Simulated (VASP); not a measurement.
# CaO (Fm-3m) in VASP: notebook

Aim: see how the results for CaO move with the level of theory and the settings. Levels: PBEsol, r2SCAN. Tasks: single point.

Program: VASP 6.6.1. These are calculated values, not measurements. Logs are shortened: lines on timing, memory, paths and dates and some standing lists are left out, and cuts for length are marked.

## (1) The cell of the first run

It takes space group Fm-3m (No. 225, cubic). Conventional cell: a = 4.768 Å, b = 4.768 Å, c = 4.768 Å, α = 90.00°, β = 90.00°, γ = 90.00°. Within 3.1 Å of Ca (site symmetry m-3m) lie 6 O at 2.38 Å. Within 3.1 Å of O (site symmetry m-3m) lie 6 Ca at 2.38 Å.

## (2) Single point, PBEsol

File INCAR:

```
SYSTEM = CaO
PREC     = Accurate       ! precision mode
ENCUT    = 520            ! plane-wave cutoff, eV
EDIFF    = 1E-6           ! SCF threshold, eV
ISMEAR   = -1             ! smearing method
SIGMA    = 0.05           ! smearing width, eV
LREAL    = .False.        ! projectors in reciprocal space
LASPH    = .True.         ! aspherical terms in the spheres
NELM     = 80             ! most SCF steps
ALGO     = Normal         ! electronic algorithm
ISIF     = 2              ! what is computed and relaxed
LWAVE    = .False.        ! write WAVECAR
LCHARG   = .False.        ! write CHGCAR
GGA      = PS             ! functional
NBANDS   = 15             ! bands
```

File KPOINTS:

```
regular mesh
0
Gamma
  9 9 9
  0 0 0
```

File POSCAR:

```
CaO
1.0
    0.0000000000      2.3838000000      2.3838000000
    2.3838000000      0.0000000000      2.3838000000
    2.3838000000      2.3838000000      0.0000000000
Ca O
1 1
Direct
    0.0000000000      0.0000000000      0.0000000000
    0.5000000000      0.5000000000      0.5000000000
```

Potentials or basis: VASP PAW PBE potentials, release 64 (Ca_sv, O).

Command:

```
> cat potpaw_PBE.64/Ca_sv/POTCAR potpaw_PBE.64/O/POTCAR > POTCAR
> mpirun -np 1 vasp_std > vasp.out
```

OUTCAR:

```text
SYSTEM = CaO
   PREC = Accurate
   ENCUT = 520
   EDIFF = 1E-6
   ISMEAR = -1
   LREAL = .False.
   LASPH = .True.
   NELM = 80
   ISIF = 2
   GGA = PS

 ion  position               nearest neighbor table
   1  0.000  0.000  0.000-   2 2.38   2 2.38   2 2.38   2 2.38   2 2.38   2 2.38
   2  0.500  0.500  0.500-   1 2.38   1 2.38   1 2.38   1 2.38   1 2.38   1 2.38

  LATTYP: Found a face centered cubic cell.
 ALAT       =     4.7676000000

  Lattice vectors:

 A1 = (   0.0000000000,   2.3838000000,   2.3838000000)
 A2 = (   2.3838000000,   0.0000000000,   2.3838000000)
 A3 = (   2.3838000000,   2.3838000000,   0.0000000000)

Analysis of symmetry for initial positions (statically):
=====================================================================
 Subroutine PRICEL returns:
 Original cell was already a primitive cell.

 Routine SETGRP: Setting up the symmetry group for a
 face centered cubic supercell.

 Subroutine GETGRP returns: Found 48 space group operations
 (whereof 48 operations were pure point group operations)
 out of a pool of 48 trial point group operations.

The static configuration has the point symmetry O_h .

Analysis of symmetry for dynamics (positions and initial velocities):
=====================================================================
 Subroutine PRICEL returns:
 Original cell was already a primitive cell.

 Routine SETGRP: Setting up the symmetry group for a
 face centered cubic supercell.

 Subroutine GETGRP returns: Found 48 space group operations
 (whereof 48 operations were pure point group operations)
 out of a pool of 48 trial point group operations.

The dynamic configuration has the point symmetry O_h .

 Subroutine INISYM returns: Found 48 space group operations
 (whereof 48 operations are pure point group operations),
 and found     1 'primitive' translations

----------------------------------------------------------------------------------------

                                     Primitive cell

  volume of cell :      27.0919

  direct lattice vectors                    reciprocal lattice vectors
     0.000000000  2.383800000  2.383800000    -0.209749140  0.209749140  0.209749140
     2.383800000  0.000000000  2.383800000     0.209749140 -0.209749140  0.209749140
     2.383800000  2.383800000  0.000000000     0.209749140  0.209749140 -0.209749140

  length of vectors
     3.371202290  3.371202290  3.371202290     0.363296167  0.363296167  0.363296167

  position of ions in fractional coordinates (direct lattice)
     0.000000000  0.000000000  0.000000000
     0.500000000  0.500000000  0.500000000

  ion indices of the primitive-cell ions
   primitive index   ion index
                 1           1
                 2           2

----------------------------------------------------------------------------------------

 KPOINTS: regular mesh

Automatic generation of k-mesh.
 Grid dimensions read from file:
 generate k-points for:    9    9    9

 Generating k-lattice:

  Cartesian coordinates                     Fractional coordinates (reciprocal lattice)
    -0.023305460  0.023305460  0.023305460     0.111111111  0.000000000  0.000000000
     0.023305460 -0.023305460  0.023305460     0.000000000  0.111111111  0.000000000
     0.023305460  0.023305460 -0.023305460     0.000000000  0.000000000  0.111111111

  Length of vectors
     0.040366241  0.040366241  0.040366241

  Shift w.r.t. Gamma in fractional coordinates (k-lattice)
     0.000000000  0.000000000  0.000000000

 Subroutine IBZKPT returns following result:
 ===========================================

 Found     35 irreducible k-points:

 Following reciprocal coordinates:
            Coordinates               Weight
  0.000000  0.000000  0.000000      1.000000
  0.111111  0.000000  0.000000      8.000000
  0.222222  0.000000  0.000000      8.000000
  0.333333  0.000000  0.000000      8.000000
  0.444444  0.000000  0.000000      8.000000
  0.111111  0.111111  0.000000      6.000000
[... 16 lines left out ...]
 -0.333333  0.333333  0.000000     12.000000
  0.444444  0.444444  0.000000      6.000000
 [... further k-points ...]
   k-points           NKPTS =     35   k-points in BZ     NKDIM =     35   number of bands    NBANDS=     15
   number of dos      NEDOS =    301   number of ions     NIONS =      2
   total plane-waves  NPLWV =  21952
   dimension x,y,z NGX =    28 NGY =   28 NGZ =   28
   dimension x,y,z NGXF=    56 NGYF=   56 NGZF=   56
   ions per type =               1   1
   NGX,Y,Z   is equivalent  to a cutoff of  13.81, 13.81, 13.81 a.u.
   NGXF,Y,Z  is equivalent  to a cutoff of  27.62, 27.62, 27.62 a.u.
 SYSTEM =  CaO
   PREC   = accura    normal or accurate (medium, high low for compatibility)
   ISTART =      0    job   : 0-new  1-cont  2-samecut
   ICHARG =      2    charge: 1-file 2-atom 10-const
   ISPIN  =      1    spin polarized calculation?
   LNONCOLLINEAR =      F non collinear calculations
   LSORBIT =      F    spin-orbit coupling
   LASPH  =      T    aspherical Exc in radial PAW
   ENCUT  =  520.0 eV  38.22 Ry    6.18 a.u.   6.27  6.27  6.27*2*pi/ulx,y,z
   NELM   =     80;   NELMIN=  2; NELMDL= -5     # of ELM steps
   EDIFF  = 0.1E-05   stopping-criterion for ELM
   LREAL  =      F    real-space projection
[... 7 lines left out ...]
   TEBEG  =    0.0;   TEEND  =   0.0 temperature during run
   PSTRESS=    0.0 pullay stress
   NELECT =      16.0000    total number of electrons
   NUPDOWN=      -1.0000    fix difference up-down
   EMIN   =  10.00;   EMAX   =-10.00  energy-range for DOS
   EFERMI =   0.00;   METHOD = LEGACY
   ISMEAR =    -1;   SIGMA  =   0.05  broadening in eV -4-tet -1-fermi 0-gaus
   EFERMI_NEDOS =   21; number of points for ismear=-14 and -15
   IALGO  =     38    algorithm
   IMIX   =      4    mixing-type and parameters
     AMIX     =   0.40;   BMIX     =  1.00
     AMIX_MAG =   1.60;   BMIX_MAG =  1.00
  volume/ion in A,a.u.               =      13.55        91.41
  Fermi-wavevector in a.u.,A,eV,Ry     =   1.373520  2.595577 25.668172  1.886557
  Thomas-Fermi vector in A             =   2.499030
   LORBIT       =      0    0 simple, 1 ext, 2 COOP (PROOUT), +10 PAW based schemes
   GGA     = PS    functional components
   LHFCALC =     F    Hartree Fock is set to
   AEXX    =    0.0000 exact exchange contribution
   IVDW    =     0    specifies the selected vdW correction
   LEPSILON=     F    determine dielectric tensor
   LRPA    =     F    only Hartree local field effects (RPA)
 non-spin polarized calculation
  energy-cutoff  :      520.00
  volume of cell :       27.09
 maximum number of plane-waves:       745
 NGX is ok and might be reduce to    28
   NGX = 13   NGY = 13   NGZ = 13

 number of electron      15.9999997 magnetization

 Free energy of the ion-electron system (eV)
  ---------------------------------------------------
  ext. energy  EPLUGINS =         0.00000000
  ---------------------------------------------------
  free energy    TOTEN  =       -13.41084396 eV

  energy without entropy =      -13.41084396  energy(sigma->0) =      -13.41084396

 E-fermi :   3.4668     XC(G=0): -10.8574

 val. band max:        2.3346837492   @ k =   0.0000   0.0000   0.0000
 cond. band min:       5.9149913445   @ k =   0.4444   0.4444   0.0000
 fundamental gap:      3.5803075954
 Fermi energy:         3.4667739014

 k-point     1 :       0.0000    0.0000    0.0000
  band No.  band energies     occupation
      1     -34.9551      2.00000
      2     -15.7772      2.00000
      3     -15.7772      2.00000
      4     -15.7772      2.00000
      5     -13.1571      2.00000
      6       2.3347      2.00000
      7       2.3347      2.00000
      8       2.3347      2.00000
      9       7.0955      0.00000
     10       8.5833      0.00000
     11       8.5833      0.00000
     12       8.5833      0.00000
     13      10.1635      0.00000
     14      10.1635      0.00000
     15      17.3124      0.00000

 k-point     2 :       0.1111    0.0000    0.0000
  band No.  band energies     occupation
      1     -34.9414      2.00000
      2     -15.9817      2.00000
      3     -15.7842      2.00000
      4     -15.7842      2.00000
      5     -12.9453      2.00000
      6       1.8798      2.00000
      7       2.1544      2.00000
      8       2.1544      2.00000
      9       7.6617      0.00000
     10       8.5405      0.00000
     11       8.8043      0.00000
     12       8.8043      0.00000
     13      10.4746      0.00000
     14      10.4746      0.00000
     15      17.8404      0.00000

 k-point     3 :       0.2222    0.0000    0.0000
  band No.  band energies     occupation
      1     -34.9062      2.00000
      2     -16.4053      2.00000
      3     -15.8018      2.00000
      4     -15.8018      2.00000
      5     -12.5015      2.00000
      6       0.9645      2.00000
      7       1.7442      2.00000
      8       1.7442      2.00000
      9       8.5274      0.00000
     10       8.9598      0.00000
     11       9.4033      0.00000
     12       9.4033      0.00000
     13      11.2545      0.00000
     14      11.2545      0.00000
     15      18.4871      0.00000
[... 343 lines left out ...]
 k-point    23 :      -0.3333    0.3333    0.0000
  band No.  band energies     occupation
      1     -34.8084      2.00000
      2     -16.5879      2.00000
      3     -16.2578      2.00000
      4     -15.9196      2.00000
      5     -12.2920      2.00000
      6       0.5362      2.00000
      7       1.1889      2.00000
      8       1.3244      2.00000
      9       8.3291      0.00000
     10       9.8129      0.00000
     11      11.1679      0.00000
     12      11.1954      0.00000
     13      12.6888      0.00000
     14      15.9833      0.00000
     15      16.3364      0.00000

 k-point    24 :       0.4444    0.4444    0.0000
  band No.  band energies     occupation
      1     -34.8051      2.00000
      2     -16.4634      2.00000
      3     -16.0252      2.00000
      4     -16.0252      2.00000
      5     -12.8667      2.00000
      6       0.9491      2.00000
      7       1.9610      2.00000
      8       1.9610      2.00000
      9       5.9150      0.00000
     10      10.4834      0.00000
     11      11.3553      0.00000
     12      12.0172      0.00000
     13      12.0172      0.00000
     14      13.5088      0.00000
     15      16.3919      0.00000

 [... further k-points ...]
[... 5 lines left out ...]
  --------------------------------------------------------------------------------------
  -------------------------------------------------------------------------------------
  Total        0.0969972      0.0969972      0.0969972      0.0000000      0.0000000     -0.0000000
  in kB        5.7362797      5.7362797      5.7362797      0.0000000      0.0000000     -0.0000000
  external PRESSURE =       5.7362797 kB  Pullay stress =       0.0000000 kB

 VOLUME and BASIS-vectors are now :
 -----------------------------------------------------------------------------
  energy-cutoff  :      520.00
  volume of cell :       27.09
      direct lattice vectors                 reciprocal lattice vectors
     0.000000000  2.383800000  2.383800000    -0.209749140  0.209749140  0.209749140
     2.383800000  0.000000000  2.383800000     0.209749140 -0.209749140  0.209749140
     2.383800000  2.383800000  0.000000000     0.209749140  0.209749140 -0.209749140

 POSITION                                       TOTAL-FORCE (eV/Angst)
 -----------------------------------------------------------------------------------
      0.00000      0.00000      0.00000         0.000000      0.000000     -0.000000
      2.38380      2.38380      2.38380         0.000000      0.000000      0.000000
 -----------------------------------------------------------------------------------
    total drift:                                0.000000      0.000000      0.000000

  FREE ENERGIE OF THE ION-ELECTRON SYSTEM (eV)
  ---------------------------------------------------
  free  energy   TOTEN  =       -13.4108439637 eV

  energy  without entropy=      -13.4108439637  energy(sigma->0) =      -13.41084396
```

It took 25 s on 1 thread of Intel Xeon Platinum 8375C at 2.90GHz (Ice Lake), shared host; peak memory 0.16 GiB.

What came out:

| Property | Result |
| --- | --- |
| Free energy | -13.4108 eV |
| Pressure | 0.6 GPa |
| Band gap on the k mesh | 3.58 eV, indirect (least direct gap 3.95 eV) |

Caveat: the PAW data sets were made with another functional, which shifts forces and pressure a little. A k mesh can miss the band edges.

(Part 1 of 2 ends here.)
